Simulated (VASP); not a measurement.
A run of VASP 6.6.1 is set up as follows.

INCAR

```
SYSTEM = Ti
ALGO = Normal ; EDIFF = 1E-8
ENCUT = 520 ; GGA = PS
ISIF = 2 ; ISMEAR = -1
LASPH = .TRUE. ; LCHARG = .FALSE.
LEFG = .TRUE. ; LREAL = .FALSE.
LWAVE = .FALSE. ; NBANDS = 12
NELM = 60 ; PREC = Accurate
SIGMA = 0.05
```

The input KPOINTS:

```
k-points
0
G
  14 14 14
  0 0 0
```

POSCAR

```
Ti
1.0
   -1.6410000000      1.6410000000      1.6410000000
    1.6410000000     -1.6410000000      1.6410000000
    1.6410000000      1.6410000000     -1.6410000000
Ti
1
Direct
    0.0000000000      0.0000000000      0.0000000000
```

Potentials or basis: VASP PAW PBE potentials, release 64 (Ti_sv).

Command:

```sh
$ cat potpaw_PBE.64/Ti_sv/POTCAR > POTCAR
$ mpirun -np 1 vasp_std > vasp.out
```

Q: Estimate the band gap on the k mesh.

A: Zero (band 6 reaches 8.74 eV, above the bottom of band 7 at 7.12 eV).

Q: Predict the pressure.

A: -6.8 GPa.

Caveat: without QUAD_EFG the Cq values of the log hold for a quadrupole moment of 1 mb, not for the nuclei; the PAW data sets were made with another functional, which shifts forces and pressure a little.
